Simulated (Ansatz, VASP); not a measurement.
# KI: VASP beside Ansatz

```xyz
2
Lattice="0.0000 3.4722 3.4722 3.4722 0.0000 3.4722 3.4722 3.4722 0.0000" Properties=species:S:1:pos:R:3 pbc="T T T"
K     0.0000    0.0000    0.0000
I     3.4722    3.4722    3.4722
```

Alike in both runs: task single point; functional r2SCAN; k mesh 6 × 6 × 6; no spin polarisation.

|  | VASP | Ansatz |
| --- | --- | --- |
| version | VASP 6.6.1 | Ansatz 0.2.0 |
| potentials or method | VASP PAW PBE potentials, release 64 (K_sv, I) | plane waves, PAW |
| plane-wave cutoff (eV) | 520 | 500 |
| occupations | gaussian, width 0.01 eV | fixed |
| valence electrons in the cell | 16 | 26 |

|  | VASP | Ansatz | Ansatz less VASP |
| --- | --- | --- | --- |
| gap on the k mesh at the Fermi level (eV) | 4.75 | 4.75 | +0.003 |
| pressure (GPa) | 0.9 | 0.9 | -0.01 |

VASP's potentials were made for PBE, not for r2SCAN. VASP's potentials hold 16 valence electrons a cell and Ansatz's 26, so a difference there can come from the potentials and not from the codes.

Spin-orbit coupling is off throughout.
